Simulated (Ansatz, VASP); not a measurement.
## One calculation of Zr3C2N, two programs

```
CELL_PARAMETERS angstrom
5.94763 0.00000 0.00000
-2.97381 5.15079 0.00000
0.00000 0.00000 3.10818
ATOMIC_POSITIONS crystal
Zr 0.50000 0.00000 0.50000
Zr 0.50000 0.50000 0.50000
Zr 0.00000 0.50000 0.50000
C 0.33333 0.66667 0.00000
C 0.66667 0.33333 0.00000
N 0.00000 0.00000 0.00000
```

Change from the starting cell: species swapped into the YbCo3B2 type (P6/mmm, No. 191).

Alike in both runs: functional PBE; k mesh 6 × 6 × 6; occupations gaussian, width 0.1 eV; no spin polarisation.

Ansatz relaxed the structure, and its values are those at the end. VASP's run is a single point on that final structure, the one shown.

```csv
,VASP,Ansatz
version,VASP 6.6.1,Ansatz 0.2.0
potentials or method,"VASP PAW PBE potentials, release 64 (Zr_sv, C, N), cutoff 520 eV","scalar-relativistic, plane waves, PAW"
valence electrons in the cell,49,49
```

```tsv
	VASP	Ansatz	Ansatz less VASP
gap on the k mesh at the Fermi level (eV)	none	none	-
pressure (GPa)	0.2	0.1	-0.15
```

A gap of «none» marks a metal or a gap that the smearing closes.
